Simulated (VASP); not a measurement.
# BN (I-4m2) in VASP: further runs, part 2 of 2

VASP 6.6.1. The steps go on from the part before.

## 3. Single point, PBE (strain +0.040 along x and y, +0.080 along z)

The input, INCAR:

```
SYSTEM = BN
PREC     = Accurate       ! precision mode
ENCUT    = 520            ! plane-wave cutoff, eV
EDIFF    = 1E-7           ! SCF threshold, eV
ISMEAR   = 0              ! smearing method
SIGMA    = 0.05           ! smearing width, eV
LREAL    = .False.        ! projectors in reciprocal space
LASPH    = .True.         ! aspherical terms in the spheres
NELM     = 100            ! most SCF steps
ALGO     = Normal         ! electronic algorithm
ISIF     = 2              ! what is computed and relaxed
LWAVE    = .False.        ! write WAVECAR
LCHARG   = .False.        ! write CHGCAR
GGA      = PE             ! functional
NBANDS   = 11             ! bands
```

The input, KPOINTS:

```
regular mesh
0
Gamma
  12 12 12
  0 0 0
```

The input, POSCAR:

```
BN
1.0
    0.0000000000      1.8855210400      1.9580410800
    1.8855210400      0.0000000000      1.9580410800
    1.8855210400      1.8855210400      0.0000000000
B N
1 1
Direct
    0.0000000000      0.0000000000      0.0000000000
    0.7500000000      0.7500000000      0.7500000000
```

Potentials or basis: VASP PAW PBE potentials, release 64 (B, N).

The run is started by

```bash
$ cat potpaw_PBE.64/B/POTCAR potpaw_PBE.64/N/POTCAR > POTCAR
$ mpirun -np 1 vasp_std > vasp.out
```

OUTCAR:

```text
SYSTEM = BN
   PREC = Accurate
   ENCUT = 520
   EDIFF = 1E-7
   ISMEAR = 0
   LREAL = .False.
   LASPH = .True.
   NELM = 100
   ISIF = 2
   GGA = PE

 ion  position               nearest neighbor table
   1  0.000  0.000  0.000-   2 1.65   2 1.65   2 1.65   2 1.65
   2  0.750  0.750  0.750-   1 1.65   1 1.65   1 1.65   1 1.65

  LATTYP: Found a body centered tetragonal cell.
 ALAT       =     2.6665294269
 C/A-ratio  =     1.4686063917

  Lattice vectors:

 A1 = (  -1.8855210400,   0.0000000000,   1.9580410800)
 A2 = (   1.8855210400,   0.0000000000,   1.9580410800)
 A3 = (   0.0000000000,   1.8855210400,  -1.9580410800)

Analysis of symmetry for initial positions (statically):
=====================================================================
 Subroutine PRICEL returns:
 Original cell was already a primitive cell.

 Routine SETGRP: Setting up the symmetry group for a
 body centered tetragonal supercell.

 Subroutine GETGRP returns: Found  8 space group operations
 (whereof  8 operations were pure point group operations)
 out of a pool of 16 trial point group operations.

The static configuration has the point symmetry D_2d.

Analysis of symmetry for dynamics (positions and initial velocities):
=====================================================================
 Subroutine PRICEL returns:
 Original cell was already a primitive cell.

 Routine SETGRP: Setting up the symmetry group for a
 body centered tetragonal supercell.

 Subroutine GETGRP returns: Found  8 space group operations
 (whereof  8 operations were pure point group operations)
 out of a pool of 16 trial point group operations.

The dynamic configuration has the point symmetry D_2d.

 Subroutine INISYM returns: Found  8 space group operations
 (whereof  8 operations are pure point group operations),
 and found     1 'primitive' translations

----------------------------------------------------------------------------------------

                                     Primitive cell

  volume of cell :      13.9224

  direct lattice vectors                    reciprocal lattice vectors
     0.000000000  1.885521040  1.958041080    -0.265178690  0.265178690  0.255357257
     1.885521040  0.000000000  1.958041080     0.265178690 -0.265178690  0.255357257
     1.885521040  1.885521040  0.000000000     0.265178690  0.265178690 -0.255357257

  length of vectors
     2.718292564  2.718292564  2.666529427     0.453703432  0.453703432  0.453703432

  position of ions in fractional coordinates (direct lattice)
     0.000000000  0.000000000  0.000000000
     0.750000000  0.750000000  0.750000000

  ion indices of the primitive-cell ions
   primitive index   ion index
                 1           1
                 2           2

----------------------------------------------------------------------------------------

 KPOINTS: regular mesh

Automatic generation of k-mesh.
 Grid dimensions read from file:
 generate k-points for:   12   12   12

 Generating k-lattice:

  Cartesian coordinates                     Fractional coordinates (reciprocal lattice)
    -0.022098224  0.022098224  0.021279771     0.083333333 -0.000000000  0.000000000
     0.022098224 -0.022098224  0.021279771    -0.000000000  0.083333333  0.000000000
     0.022098224  0.022098224 -0.021279771     0.000000000  0.000000000  0.083333333

  Length of vectors
     0.037808619  0.037808619  0.037808619

  Shift w.r.t. Gamma in fractional coordinates (k-lattice)
     0.000000000  0.000000000  0.000000000

 Subroutine IBZKPT returns following result:
 ===========================================

 Found    163 irreducible k-points:

 Following reciprocal coordinates:
            Coordinates               Weight
  0.000000  0.000000  0.000000      1.000000
  0.083333  0.000000  0.000000      8.000000
  0.166667  0.000000  0.000000      8.000000
  0.250000  0.000000  0.000000      8.000000
  0.333333  0.000000  0.000000      8.000000
  0.416667  0.000000  0.000000      8.000000
[... 16 lines left out ...]
  0.500000  0.166667  0.000000      8.000000
 -0.416667  0.166667  0.000000      8.000000
 [... further k-points ...]
   k-points           NKPTS =    163   k-points in BZ     NKDIM =    163   number of bands    NBANDS=     11
   number of dos      NEDOS =    301   number of ions     NIONS =      2
   total plane-waves  NPLWV =   8000
   dimension x,y,z NGX =    20 NGY =   20 NGZ =   20
   dimension x,y,z NGXF=    40 NGYF=   40 NGZF=   40
   ions per type =               1   1
   NGX,Y,Z   is equivalent  to a cutoff of  12.23, 12.23, 12.47 a.u.
   NGXF,Y,Z  is equivalent  to a cutoff of  24.46, 24.46, 24.94 a.u.
 SYSTEM =  BN
   PREC   = accura    normal or accurate (medium, high low for compatibility)
   ISTART =      0    job   : 0-new  1-cont  2-samecut
   ICHARG =      2    charge: 1-file 2-atom 10-const
   ISPIN  =      1    spin polarized calculation?
   LNONCOLLINEAR =      F non collinear calculations
   LSORBIT =      F    spin-orbit coupling
   LASPH  =      T    aspherical Exc in radial PAW
   ENCUT  =  520.0 eV  38.22 Ry    6.18 a.u.   5.05  5.05  4.96*2*pi/ulx,y,z
   NELM   =    100;   NELMIN=  2; NELMDL= -5     # of ELM steps
   EDIFF  = 0.1E-06   stopping-criterion for ELM
   LREAL  =      F    real-space projection
   EDIFFG = 0.1E-05   stopping-criterion for IOM
   NSW    =      0    number of steps for IOM
   IBRION =     -1    ionic relax: 0-MD 1-quasi-New 2-CG
   NFREE  =      0    steps in history (QN), initial steepest desc. (CG)
   ISIF   =      2    stress and relaxation
   ISYM   =      2    0-nonsym 1-usesym 2-fastsym
   POTIM  = 0.5000    time-step for ionic-motion
   TEBEG  =    0.0;   TEEND  =   0.0 temperature during run
   PSTRESS=    0.0 pullay stress
   NELECT =       8.0000    total number of electrons
   NUPDOWN=      -1.0000    fix difference up-down
   EMIN   =  10.00;   EMAX   =-10.00  energy-range for DOS
   EFERMI =   0.00;   METHOD = LEGACY
   ISMEAR =     0;   SIGMA  =   0.05  broadening in eV -4-tet -1-fermi 0-gaus
   EFERMI_NEDOS =   21; number of points for ismear=-14 and -15
   IALGO  =     38    algorithm
   IMIX   =      4    mixing-type and parameters
     AMIX     =   0.40;   BMIX     =  1.00
     AMIX_MAG =   1.60;   BMIX_MAG =  1.00
  volume/ion in A,a.u.               =       6.96        46.98
  Fermi-wavevector in a.u.,A,eV,Ry     =   1.361027  2.571967 25.203345  1.852394
  Thomas-Fermi vector in A             =   2.487638
   LORBIT       =      0    0 simple, 1 ext, 2 COOP (PROOUT), +10 PAW based schemes
   GGA     = PE    functional components
   LHFCALC =     F    Hartree Fock is set to
   AEXX    =    0.0000 exact exchange contribution
   IVDW    =     0    specifies the selected vdW correction
   LEPSILON=     F    determine dielectric tensor
   LRPA    =     F    only Hartree local field effects (RPA)
 non-spin polarized calculation
 Gauss-broadening in eV      SIGMA  =   0.05
  energy-cutoff  :      520.00
  volume of cell :       13.92
 maximum number of plane-waves:       385
   NGX =  9   NGY =  9   NGZ =  9

 number of electron       7.9999998 magnetization

 Free energy of the ion-electron system (eV)
  ---------------------------------------------------
  ext. energy  EPLUGINS =         0.00000000
  ---------------------------------------------------
  free energy    TOTEN  =       -17.12311579 eV

  energy without entropy =      -17.12311579  energy(sigma->0) =      -17.12311579

 E-fermi :   5.8958     XC(G=0): -12.0292

 val. band max:        5.6280410869   @ k =   0.0000   0.0000   0.0000
 cond. band min:       9.6016634198   @ k =   0.5000   0.0000   0.5000
 fundamental gap:      3.9736223329
 Fermi energy:         5.8957979493

 k-point     1 :       0.0000    0.0000    0.0000
  band No.  band energies     occupation
      1     -12.9695      2.00000
      2       5.2745      2.00000
      3       5.6280      2.00000
      4       5.6280      2.00000
      5      13.2998      0.00000
      6      13.4764      0.00000
      7      13.4764      0.00000
      8      13.7319      0.00000
      9      27.3263      0.00000
     10      30.3317      0.00000
     11      30.8214      0.00000
[... 309 lines left out ...]
 k-point    24 :      -0.4167    0.1667    0.0000
  band No.  band energies     occupation
      1      -9.1835      2.00000
      2      -3.2074      2.00000
      3       1.6295      2.00000
      4       3.6168      2.00000
      5      14.3382      0.00000
      6      15.4788      0.00000
      7      16.6044      0.00000
      8      19.1034      0.00000
      9      24.9363      0.00000
     10      29.0142      0.00000
     11      29.0398      0.00000

 [... further k-points ...]
[... 5 lines left out ...]
  --------------------------------------------------------------------------------------
  -------------------------------------------------------------------------------------
  Total       -3.1830689     -3.1830689     -4.9781467      0.0000000      0.0000000     -0.0000000
  in kB     -366.3043383   -366.3043383   -572.8800702      0.0000000      0.0000000     -0.0000000
  external PRESSURE =    -435.1629156 kB  Pullay stress =       0.0000000 kB

 VOLUME and BASIS-vectors are now :
 -----------------------------------------------------------------------------
  energy-cutoff  :      520.00
  volume of cell :       13.92
      direct lattice vectors                 reciprocal lattice vectors
     0.000000000  1.885521040  1.958041080    -0.265178690  0.265178690  0.255357257
     1.885521040  0.000000000  1.958041080     0.265178690 -0.265178690  0.255357257
     1.885521040  1.885521040  0.000000000     0.265178690  0.265178690 -0.255357257

 POSITION                                       TOTAL-FORCE (eV/Angst)
 -----------------------------------------------------------------------------------
      0.00000      0.00000      0.00000        -0.000000     -0.000000     -0.000000
      2.82828      2.82828      2.93706         0.000000      0.000000      0.000000
 -----------------------------------------------------------------------------------
    total drift:                                0.000000      0.000000      0.000000

  FREE ENERGIE OF THE ION-ELECTRON SYSTEM (eV)
  ---------------------------------------------------
  free  energy   TOTEN  =       -17.1231157891 eV

  energy  without entropy=      -17.1231157891  energy(sigma->0) =      -17.12311579
```

Run time: 18 s. Hardware: 1 thread of Intel Xeon Platinum 8259CL at 2.50GHz (Skylake/Cascade Lake), shared host; peak memory 0.14 GiB.

Results:

```yaml
Free_energy: -17.1231 eV
Pressure: -43.5 GPa
Band_gap_on_the_k_mesh: 3.97 eV, indirect (least direct gap 7.67 eV)
```

Caveat: the cell differs from its parent crystal (strain +0.040 along x and y, +0.080 along z). A k mesh can miss the band edges.

## 4. Single point, PBE (strain +0.080 along x and y, +0.040 along z)

The input, INCAR:

```
SYSTEM = BN
PREC = Accurate ; ENCUT = 520
EDIFF = 1E-6 ; ISMEAR = 0
SIGMA = 0.05 ; LREAL = .False.
LASPH = .True. ; NELM = 100
ALGO = Normal ; ISIF = 2
LWAVE = .False. ; LCHARG = .True.
GGA = PE ; LELF = .True.
LVHAR = .True. ; NBANDS = 11
```

The input, KPOINTS:

```
Automatic mesh
0
Gamma
  12 12 12
  0 0 0
```

The input, POSCAR:

```
BN
1.0
    0.0000000000      1.9580410800      1.8855210400
    1.9580410800      0.0000000000      1.8855210400
    1.9580410800      1.9580410800      0.0000000000
B N
1 1
Direct
    0.0000000000      0.0000000000      0.0000000000
    0.7500000000      0.7500000000      0.7500000000
```

The run is started by

```bash
$ cat potpaw_PBE.64/B/POTCAR potpaw_PBE.64/N/POTCAR > POTCAR
$ mpirun -np 1 vasp_std > vasp.out
```

It took 19 s on 1 thread of Intel Xeon Platinum 8259CL at 2.50GHz (Skylake/Cascade Lake), shared host; peak memory 0.14 GiB.

It converged, with:

```yaml
Free_energy: -16.9680 eV
Pressure: -50.3 GPa
Band_gap_on_the_k_mesh: 3.68 eV, indirect (least direct gap 7.04 eV)
```

Stress tensor (GPa, compression positive):
```
-56.31   0.00   0.00
  0.00 -56.31   0.00
  0.00   0.00 -38.27
```

Levels at points of the mesh, in eV from the valence-band top:
```tsv
k point	band 1	band 2	band 3	band 4	band 5	band 6	band 7	band 8
(0.00, 0.00, 0.00)	-18.32	-0.31	-0.31	0.00	7.04	7.50	7.75	7.75
(0.50, 0.00, 0.00)	-15.00	-9.19	-2.02	-1.56	7.33	9.23	9.64	12.99
(0.50, 0.50, 0.00)	-13.69	-7.60	-4.47	-4.47	3.68	7.33	14.86	14.86
(0.50, 0.00, 0.50)	-14.00	-8.08	-4.05	-4.05	4.19	8.12	14.52	14.95
```

Caveat: the cell differs from its parent crystal (strain +0.080 along x and y, +0.040 along z). A k mesh can miss the band edges.

## 5. Overview

| cell | gap on the mesh (eV) | pressure (GPa) |
| --- | --- | --- |
| a = 2.616, b = 2.616, c = 2.667 Å, angles 59.4, 59.4, 61.3°, 2 atoms | 3.74 | -25.5 |
| a = 2.718, b = 2.718, c = 2.667 Å, angles 60.6, 60.6, 58.7°, 2 atoms | 3.97 | -43.5 |
| a = 2.718, b = 2.718, c = 2.769 Å, angles 59.4, 59.4, 61.2°, 2 atoms | 3.68 | -50.3 |

Alike in all rows: task single point; level PBE; potentials or basis VASP PAW PBE potentials, release 64 (B, N); no spin polarisation; k mesh 12 × 12 × 12; cutoff (eV) 520; smearing gaussian 0.05 eV.

Total energies depend on the potentials used, so only differences within one code and one set of settings carry meaning.
